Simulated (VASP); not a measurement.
**GaN: single point with PBEsol**

Crystal: GaN.

```xyz
2
Lattice="0.0000 2.4347 2.4347 2.4347 0.0000 2.4347 2.4347 2.4347 0.0000" Properties=species:S:1:pos:R:3 pbc="T T T"
Ga    0.0000    0.0000    0.0000
N     1.2174    1.2174    1.2174
```

```yaml
Program: VASP 6.6.1
Task: single point
Functional: PBEsol
Potentials_or_basis: VASP PAW PBE potentials, release 64 (Ga_d, N)
Cutoff: 600 eV
k_mesh: 6 × 6 × 6
Occupations: gaussian, width 0.1 eV
Spin: no spin polarisation
```

```yaml
Pressure: -26.5 GPa
Band_gap_on_the_k_mesh: 0.23 eV, direct
```

Levels at points of the mesh, in eV from the valence-band top:
```tsv
k point	band 6	band 7	band 8	band 9	band 10	band 11	band 12	band 13
(0.00, 0.00, 0.00)	-13.24	0.00	0.00	0.00	0.23	8.81	8.81	8.81
(0.50, 0.00, 0.00)	-11.84	-5.80	-0.73	-0.73	3.07	7.46	9.06	9.06
(0.50, 0.50, 0.00)	-11.41	-5.33	-2.03	-2.03	3.14	5.16	10.15	11.56
```

Run time: 8.8 s on 1 thread of Intel(R) Xeon(R) Platinum 8488C (Sapphire Rapids), on a shared host, peak memory 0.15 GiB.

Caveat: the PAW data sets were made with another functional, which shifts forces and pressure a little.
